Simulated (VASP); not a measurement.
Write the native input for VASP 6.6.1 that does the following.

* Task: single point
* Functional: PBEsol
* Potentials or basis: VASP PAW PBE potentials, release 64 (Se)
* Cutoff: 520 eV
* k mesh: 6 × 6 × 6
* Occupations: gaussian, width 0.02 eV
* Spin: no spin polarisation
* Dipole correction: no
* Further INCAR settings: ALGO = Normal; EDIFF = 1e-06; NBANDS = 16

The structure of Se lies in POSCAR:

```
Se
1.0
    4.0415174344      0.0000000000      0.0000000000
   -2.0207587172      3.5000567680      0.0000000000
    0.0000000000      0.0000000000      5.1178957060
Se
3
Direct
    0.2486416236      0.0000000000      0.3333333333
    0.0000000000      0.2486416236      0.6666666667
    0.7513583764      0.7513583764      0.0000000000
```

These files were run (other wordings do the same):

INCAR

```
SYSTEM = Se
ALGO = Normal
EDIFF = 1E-6
ENCUT = 520
GGA = PS
ISIF = 2
ISMEAR = 0
LASPH = .True.
LCHARG = .False.
LREAL = .False.
LWAVE = .False.
NBANDS = 16
NELM = 100
PREC = Accurate
SIGMA = 0.02
```

KPOINTS

```
k-points
0
Gamma
  6 6 6
  0 0 0
```

Potentials or basis: VASP PAW PBE potentials, release 64 (Se).

Launch:

```sh
$ cat potpaw_PBE.64/Se/POTCAR > POTCAR
$ mpirun -np 1 vasp_std > vasp.out
```

Results of the run:

The pressure is 0.2 GPa and the largest force is 0.031 eV/Å. The band gap on the k mesh is 0.45 eV, direct.

Caveat: the PAW data sets were made with another functional, which shifts forces and pressure a little.

Run time: 16 s on 1 thread of Intel(R) Xeon(R) 6975P-C (Granite Rapids), on a shared host, peak memory 0.18 GiB.
